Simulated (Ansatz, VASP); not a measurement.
**ZnCu: VASP beside Ansatz**

```
Zn Cu
1.0
     1.93406   -1.93380    0.00000
     1.93406    1.93380    0.00000
     0.00000    0.00000    3.32789
Zn Cu
1 1
Direct
  0.50000 0.50000 0.50000
  0.00000 0.00000 0.00000
```

Alike in both runs: functional r2SCAN; k mesh 18 × 18 × 10; occupations gaussian, width 0.1 eV; no spin polarisation.

Ansatz relaxed the structure, and its values are those at the end. VASP's run is a single point on that final structure, the one shown.

```csv
,VASP,Ansatz
version,VASP 6.6.1,Ansatz 0.2.0
potentials or method,"VASP PAW PBE potentials, release 64 (Zn, Cu), cutoff 520 eV","scalar-relativistic, plane waves, PAW"
valence electrons in the cell,23,31
```

```tsv
	VASP	Ansatz	Ansatz less VASP
gap on the k mesh at the Fermi level (eV)	none	none	-
pressure (GPa)	0.5	0.0	-0.55
```

VASP's potentials were made for PBE, not for r2SCAN. A gap of «none» marks a metal or a gap that the smearing closes. VASP's potentials hold 23 valence electrons a cell and Ansatz's 31, so a difference there can come from the potentials and not from the codes.
